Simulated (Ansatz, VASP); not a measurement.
# One calculation of In4Ru, two programs

```
CELL_PARAMETERS angstrom
-3.35442 3.35442 2.90298
3.35442 -3.35442 2.90298
3.35442 3.35442 -2.90298
ATOMIC_POSITIONS crystal
In 0.28219 0.28219 0.56437
In 0.71781 0.71781 0.43563
In 0.28219 0.71781 0.00000
In 0.71781 0.28219 0.00000
Ru 0.00000 0.00000 0.00000
```

Alike in both runs: functional PBE; k mesh 4 × 4 × 4; occupations gaussian, width 0.2 eV; no spin polarisation.

Ansatz relaxed the structure, and its values are those at the end. VASP's run is a single point on that final structure, the one shown.

```csv
,VASP,Ansatz
version,VASP 6.6.1,Ansatz 0.2.0
potentials or method,"VASP PAW PBE potentials, release 64 (In_d, Ru_pv), cutoff 520 eV","scalar-relativistic, plane waves, PAW"
valence electrons in the cell,66,68
```

|  | VASP | Ansatz | Ansatz less VASP |
| --- | --- | --- | --- |
| gap on the k mesh at the Fermi level (eV) | none | none | - |
| pressure (GPa) | 0.2 | 0.2 | +0.01 |

A gap of «none» marks a metal or a gap that the smearing closes. With one functional, cell and mesh, what is left measures potentials, basis and numerics. VASP's potentials hold 66 valence electrons a cell and Ansatz's 68, so a difference there can come from the potentials and not from the codes.
